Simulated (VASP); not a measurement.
# BAs (F-43m) in VASP: further runs

BAs is run at these levels: PBEsol; tasks: single point, relaxation of cell and atoms.

Everything below comes from runs of VASP 6.6.1. Logs are shortened: lines on timing, memory, paths and dates and some standing lists are left out, and cuts for length are marked.

## Step 1: The cell of the first run

The structure is cubic, space group F-43m (No. 216). The conventional cell has a = 4.792 Å, b = 4.792 Å, c = 4.792 Å, α = 90.00°, β = 90.00°, γ = 90.00°. Within 2.7 Å of B (site symmetry -43m) lie 4 As at 2.07 Å. Within 2.7 Å of As (site symmetry -43m) lie 4 B at 2.07 Å.

## Step 2: Single point, PBEsol (strained)

Contents of INCAR:

```
PREC = Accurate ; ENCUT = 520
EDIFF = 1E-6 ; ISMEAR = 0
SIGMA = 0.02 ; LREAL = F
LASPH = T ; NELM = 80
ALGO = Normal ; ISIF = 2
LWAVE = F ; LCHARG = F
GGA = PS ; NBANDS = 11
```

Contents of KPOINTS:

```
Automatic mesh
0
Gamma
  10 10 10
```

Contents of POSCAR:

```
BAs
1.0
    0.0000000000      2.3957610400      2.3957610400
    2.3957610400      0.0000000000      2.3957610400
    2.3957610400      2.3957610400      0.0000000000
B As
1 1
Direct
    0.0000000000      0.0000000000      0.0000000000
    0.7500000000      0.7500000000      0.7500000000
```

Potentials or basis: VASP PAW PBE potentials, release 64 (B, As).

Run with:

```
$ cat potpaw_PBE.64/B/POTCAR potpaw_PBE.64/As/POTCAR > POTCAR
$ mpirun -np 1 vasp_std > vasp.out
```

OUTCAR:

```text
PREC = Accurate
   ENCUT = 520
   EDIFF = 1E-6
   ISMEAR = 0
   LREAL = F
   LASPH = T
   NELM = 80
   ISIF = 2
   GGA = PS

 ion  position               nearest neighbor table
   1  0.000  0.000  0.000-   2 2.07   2 2.07   2 2.07   2 2.07
   2  0.750  0.750  0.750-   1 2.07   1 2.07   1 2.07   1 2.07

  LATTYP: Found a face centered cubic cell.
 ALAT       =     4.7915220800

  Lattice vectors:

 A1 = (   0.0000000000,   2.3957610400,   2.3957610400)
 A2 = (   2.3957610400,   0.0000000000,   2.3957610400)
 A3 = (   2.3957610400,   2.3957610400,   0.0000000000)

Analysis of symmetry for initial positions (statically):
=====================================================================
 Subroutine PRICEL returns:
 Original cell was already a primitive cell.

 Routine SETGRP: Setting up the symmetry group for a
 face centered cubic supercell.

 Subroutine GETGRP returns: Found 24 space group operations
 (whereof 24 operations were pure point group operations)
 out of a pool of 48 trial point group operations.

The static configuration has the point symmetry T_d .

Analysis of symmetry for dynamics (positions and initial velocities):
=====================================================================
 Subroutine PRICEL returns:
 Original cell was already a primitive cell.

 Routine SETGRP: Setting up the symmetry group for a
 face centered cubic supercell.

 Subroutine GETGRP returns: Found 24 space group operations
 (whereof 24 operations were pure point group operations)
 out of a pool of 48 trial point group operations.

The dynamic configuration has the point symmetry T_d .

 Subroutine INISYM returns: Found 24 space group operations
 (whereof 24 operations are pure point group operations),
 and found     1 'primitive' translations

----------------------------------------------------------------------------------------

                                     Primitive cell

  volume of cell :      27.5018

  direct lattice vectors                    reciprocal lattice vectors
     0.000000000  2.395761040  2.395761040    -0.208701950  0.208701950  0.208701950
     2.395761040  0.000000000  2.395761040     0.208701950 -0.208701950  0.208701950
     2.395761040  2.395761040  0.000000000     0.208701950  0.208701950 -0.208701950

  length of vectors
     3.388117755  3.388117755  3.388117755     0.361482380  0.361482380  0.361482380

  position of ions in fractional coordinates (direct lattice)
     0.000000000  0.000000000  0.000000000
     0.750000000  0.750000000  0.750000000

  ion indices of the primitive-cell ions
   primitive index   ion index
                 1           1
                 2           2

----------------------------------------------------------------------------------------

 KPOINTS: Automatic mesh

Automatic generation of k-mesh.
 Grid dimensions read from file:
 generate k-points for:   10   10   10

 Generating k-lattice:

  Cartesian coordinates                     Fractional coordinates (reciprocal lattice)
    -0.020870195  0.020870195  0.020870195     0.100000000  0.000000000  0.000000000
     0.020870195 -0.020870195  0.020870195     0.000000000  0.100000000  0.000000000
     0.020870195  0.020870195 -0.020870195     0.000000000  0.000000000  0.100000000

  Length of vectors
     0.036148238  0.036148238  0.036148238

  Shift w.r.t. Gamma in fractional coordinates (k-lattice)
     0.000000000  0.000000000  0.000000000

 Subroutine IBZKPT returns following result:
 ===========================================

 Found     47 irreducible k-points:

 Following reciprocal coordinates:
            Coordinates               Weight
  0.000000  0.000000  0.000000      1.000000
  0.100000  0.000000  0.000000      8.000000
  0.200000  0.000000  0.000000      8.000000
  0.300000  0.000000  0.000000      8.000000
  0.400000  0.000000  0.000000      8.000000
  0.500000  0.000000  0.000000      4.000000
[... 16 lines left out ...]
  0.300000  0.300000  0.000000      6.000000
  0.400000  0.300000  0.000000     24.000000
 [... further k-points ...]
   k-points           NKPTS =     47   k-points in BZ     NKDIM =     47   number of bands    NBANDS=     11
   number of dos      NEDOS =    301   number of ions     NIONS =      2
   total plane-waves  NPLWV =  21952
   dimension x,y,z NGX =    28 NGY =   28 NGZ =   28
   dimension x,y,z NGXF=    56 NGYF=   56 NGZF=   56
   ions per type =               1   1
   NGX,Y,Z   is equivalent  to a cutoff of  13.74, 13.74, 13.74 a.u.
   NGXF,Y,Z  is equivalent  to a cutoff of  27.48, 27.48, 27.48 a.u.
 SYSTEM =  unknown system
   PREC   = accura    normal or accurate (medium, high low for compatibility)
   ISTART =      0    job   : 0-new  1-cont  2-samecut
   ICHARG =      2    charge: 1-file 2-atom 10-const
   ISPIN  =      1    spin polarized calculation?
   LNONCOLLINEAR =      F non collinear calculations
   LSORBIT =      F    spin-orbit coupling
   LASPH  =      T    aspherical Exc in radial PAW
   ENCUT  =  520.0 eV  38.22 Ry    6.18 a.u.   6.30  6.30  6.30*2*pi/ulx,y,z
   NELM   =     80;   NELMIN=  2; NELMDL= -5     # of ELM steps
   EDIFF  = 0.1E-05   stopping-criterion for ELM
   LREAL  =      F    real-space projection
   EDIFFG = 0.1E-04   stopping-criterion for IOM
   NSW    =      0    number of steps for IOM
   IBRION =     -1    ionic relax: 0-MD 1-quasi-New 2-CG
   NFREE  =      0    steps in history (QN), initial steepest desc. (CG)
   ISIF   =      2    stress and relaxation
   ISYM   =      2    0-nonsym 1-usesym 2-fastsym
   POTIM  = 0.5000    time-step for ionic-motion
   TEBEG  =    0.0;   TEEND  =   0.0 temperature during run
   PSTRESS=    0.0 pullay stress
   NELECT =       8.0000    total number of electrons
   NUPDOWN=      -1.0000    fix difference up-down
   EMIN   =  10.00;   EMAX   =-10.00  energy-range for DOS
   EFERMI =   0.00;   METHOD = LEGACY
   ISMEAR =     0;   SIGMA  =   0.02  broadening in eV -4-tet -1-fermi 0-gaus
   EFERMI_NEDOS =   21; number of points for ismear=-14 and -15
   IALGO  =     38    algorithm
   IMIX   =      4    mixing-type and parameters
     AMIX     =   0.40;   BMIX     =  1.00
     AMIX_MAG =   1.60;   BMIX_MAG =  1.00
  volume/ion in A,a.u.               =      13.75        92.80
  Fermi-wavevector in a.u.,A,eV,Ry     =   1.084721  2.049825 16.008878  1.176619
  Thomas-Fermi vector in A             =   2.220818
   LORBIT       =      0    0 simple, 1 ext, 2 COOP (PROOUT), +10 PAW based schemes
   GGA     = PS    functional components
   LHFCALC =     F    Hartree Fock is set to
   AEXX    =    0.0000 exact exchange contribution
   IVDW    =     0    specifies the selected vdW correction
   LEPSILON=     F    determine dielectric tensor
   LRPA    =     F    only Hartree local field effects (RPA)
 non-spin polarized calculation
 Gauss-broadening in eV      SIGMA  =   0.02
  energy-cutoff  :      520.00
  volume of cell :       27.50
 maximum number of plane-waves:       754
 NGX is ok and might be reduce to    28
   NGX = 13   NGY = 13   NGZ = 13

 number of electron       8.0000000 magnetization

 Free energy of the ion-electron system (eV)
  ---------------------------------------------------
  ext. energy  EPLUGINS =         0.00000000
  ---------------------------------------------------
  free energy    TOTEN  =       -12.20303849 eV

  energy without entropy =      -12.20303849  energy(sigma->0) =      -12.20303849

 E-fermi :   6.1302     XC(G=0): -10.6924

 val. band max:        5.9440579241   @ k =   0.0000   0.0000   0.0000
 cond. band min:       7.0291031561   @ k =   0.4000   0.4000   0.0000
 fundamental gap:      1.0850452320
 Fermi energy:         6.1302290072

 k-point     1 :       0.0000    0.0000    0.0000
  band No.  band energies     occupation
      1      -9.4101      2.00000
      2       5.9441      2.00000
      3       5.9441      2.00000
      4       5.9441      2.00000
      5       9.1727      0.00000
      6       9.1727      0.00000
      7       9.1727      0.00000
      8      10.5106      0.00000
      9      15.2461      0.00000
     10      18.8374      0.00000
     11      18.8374      0.00000

 k-point     2 :       0.1000    0.0000    0.0000
  band No.  band energies     occupation
      1      -9.2469      2.00000
      2       4.5438      2.00000
      3       5.6425      2.00000
      4       5.6425      2.00000
      5       9.2987      0.00000
      6       9.5692      0.00000
      7       9.5692      0.00000
      8      11.3999      0.00000
      9      15.8965      0.00000
     10      17.7317      0.00000
     11      17.7317      0.00000

 k-point     3 :       0.2000    0.0000    0.0000
  band No.  band energies     occupation
      1      -8.7656      2.00000
      2       2.1819      2.00000
      3       5.0697      2.00000
      4       5.0697      2.00000
      5       9.0676      0.00000
      6      10.2822      0.00000
      7      10.2822      0.00000
      8      13.0186      0.00000
      9      16.9081      0.00000
     10      17.0055      0.00000
     11      17.0055      0.00000

 k-point     4 :       0.3000    0.0000    0.0000
  band No.  band energies     occupation
      1      -8.0025      2.00000
      2      -0.1012      2.00000
      3       4.5643      2.00000
      4       4.5643      2.00000
      5       8.7908      0.00000
      6      10.6781      0.00000
      7      10.6781      0.00000
      8      14.2632      0.00000
      9      17.0395      0.00000
     10      17.4485      0.00000
     11      17.4485      0.00000

 k-point     5 :       0.4000    0.0000    0.0000
  band No.  band energies     occupation
      1      -7.0903      2.00000
      2      -1.9671      2.00000
      3       4.2405      2.00000
      4       4.2405      2.00000
      5       8.6071      0.00000
      6      10.6996      0.00000
      7      10.6996      0.00000
      8      14.6410      0.00000
      9      17.7723      0.00000
     10      18.9606      0.00000
     11      18.9606      0.00000
[... 211 lines left out ...]
 k-point    21 :      -0.3000    0.2000    0.0000
  band No.  band energies     occupation
      1      -6.8789      2.00000
      2      -1.0787      2.00000
      3       1.3264      2.00000
      4       3.9959      2.00000
      5       9.3869      0.00000
      6      11.8183      0.00000
      7      12.0476      0.00000
      8      13.9534      0.00000
      9      16.5230      0.00000
     10      17.8577      0.00000
     11      21.0455      0.00000

 k-point    22 :      -0.2000    0.2000    0.0000
  band No.  band energies     occupation
      1      -7.7409      2.00000
      2       0.4823      2.00000
      3       1.8706      2.00000
      4       4.6559      2.00000
      5       9.8026      0.00000
      6      11.0056      0.00000
      7      11.8553      0.00000
      8      12.8341      0.00000
      9      15.7219      0.00000
     10      18.3649      0.00000
     11      19.9204      0.00000

 k-point    23 :       0.3000    0.3000    0.0000
  band No.  band energies     occupation
      1      -7.5069      2.00000
      2       0.7434      2.00000
      3       2.7631      2.00000
      4       2.7631      2.00000
      5       7.2582      0.00000
      6       9.4897      0.00000
      7      14.3160      0.00000
      8      14.3160      0.00000
      9      16.8021      0.00000
     10      20.7349      0.00000
     11      20.9754      0.00000

 k-point    24 :       0.4000    0.3000    0.0000
  band No.  band energies     occupation
      1      -6.7850      2.00000
      2      -0.4922      2.00000
      3       1.9721      2.00000
      4       2.4678      2.00000
      5       7.5550      0.00000
      6       9.2332      0.00000
      7      14.6812      0.00000
      8      14.9257      0.00000
      9      17.8528      0.00000
     10      21.5102      0.00000
     11      21.7265      0.00000

 [... further k-points ...]
[... 5 lines left out ...]
  --------------------------------------------------------------------------------------
  -------------------------------------------------------------------------------------
  Total       -0.2065761     -0.2065761     -0.2065761      0.0000000      0.0000000      0.0000000
  in kB      -12.0345561    -12.0345561    -12.0345561      0.0000000      0.0000000      0.0000000
  external PRESSURE =     -12.0345561 kB  Pullay stress =       0.0000000 kB

 VOLUME and BASIS-vectors are now :
 -----------------------------------------------------------------------------
  energy-cutoff  :      520.00
  volume of cell :       27.50
      direct lattice vectors                 reciprocal lattice vectors
     0.000000000  2.395761040  2.395761040    -0.208701950  0.208701950  0.208701950
     2.395761040  0.000000000  2.395761040     0.208701950 -0.208701950  0.208701950
     2.395761040  2.395761040  0.000000000     0.208701950  0.208701950 -0.208701950

 POSITION                                       TOTAL-FORCE (eV/Angst)
 -----------------------------------------------------------------------------------
      0.00000      0.00000      0.00000        -0.000000     -0.000000     -0.000000
      3.59364      3.59364      3.59364         0.000000      0.000000      0.000000
 -----------------------------------------------------------------------------------
    total drift:                                0.000000      0.000000      0.000000

  FREE ENERGIE OF THE ION-ELECTRON SYSTEM (eV)
  ---------------------------------------------------
  free  energy   TOTEN  =       -12.2030384933 eV

  energy  without entropy=      -12.2030384933  energy(sigma->0) =      -12.20303849
```

Run time: 27 s. Hardware: 1 thread of AMD EPYC 9R45, shared host; peak memory 0.13 GiB.

Results:

| Quantity | Value |
| --- | --- |
| Free energy | -12.2030 eV |
| Pressure | -1.2 GPa |
| Band gap on the k mesh | 1.08 eV, indirect (least direct gap 3.23 eV) |

Caveat: the cell differs from its parent crystal (strained); the PAW data sets were made with another functional, which shifts forces and pressure a little. A k mesh can miss the band edges.

## Step 3: Single point, PBEsol (strained)

Contents of INCAR:

```
SYSTEM = BAs
PREC = Accurate
ENCUT = 520
EDIFF = 1E-6
ISMEAR = 0
SIGMA = 0.02
LREAL = .False.
LASPH = .True.
NELM = 100
ALGO = Normal
ISIF = 2
LWAVE = .False.
LCHARG = .False.
GGA = PS
NBANDS = 11
```

Contents of KPOINTS:

```
Automatic mesh
0
Gamma
  10 10 10
  0 0 0
```

Contents of POSCAR:

```
BAs
1.0
    0.0000000000      2.4048851100      2.4048851100
    2.4048851100      0.0000000000      2.4048851100
    2.4048851100      2.4048851100      0.0000000000
B As
1 1
Direct
    0.0000000000      0.0000000000      0.0000000000
    0.7500000000      0.7500000000      0.7500000000
```

Potentials or basis: VASP PAW PBE potentials, release 64 (B, As).

Run with:

```
$ cat potpaw_PBE.64/B/POTCAR potpaw_PBE.64/As/POTCAR > POTCAR
$ mpirun -np 1 vasp_std > vasp.out
```

It took 34 s on 1 thread of AMD EPYC 9R45, shared host; peak memory 0.13 GiB.

The run converged. Its results:

```yaml
Free_energy: -12.1992 eV
Pressure: -2.7 GPa
Band_gap_on_the_k_mesh: 1.10 eV, indirect (least direct gap 3.21 eV)
```

Levels at points of the mesh, in eV from the valence-band top:
| k point | band 1 | band 2 | band 3 | band 4 | band 5 | band 6 | band 7 | band 8 | band 9 |
| --- | --- | --- | --- | --- | --- | --- | --- | --- | --- |
| (0.00, 0.00, 0.00) | -15.25 | 0.00 | 0.00 | 0.00 | 3.21 | 3.21 | 3.21 | 4.42 | 9.25 |
| (0.50, 0.00, 0.00) | -12.44 | -8.68 | -1.79 | -1.79 | 2.53 | 4.70 | 4.70 | 8.67 | 12.40 |
| (0.50, 0.50, 0.00) | -11.16 | -8.42 | -4.02 | -4.02 | 1.33 | 1.36 | 11.15 | 11.15 | 12.59 |

Caveat: the cell differs from its parent crystal (strained); the PAW data sets were made with another functional, which shifts forces and pressure a little.

(Continued in part 2 of 2.)
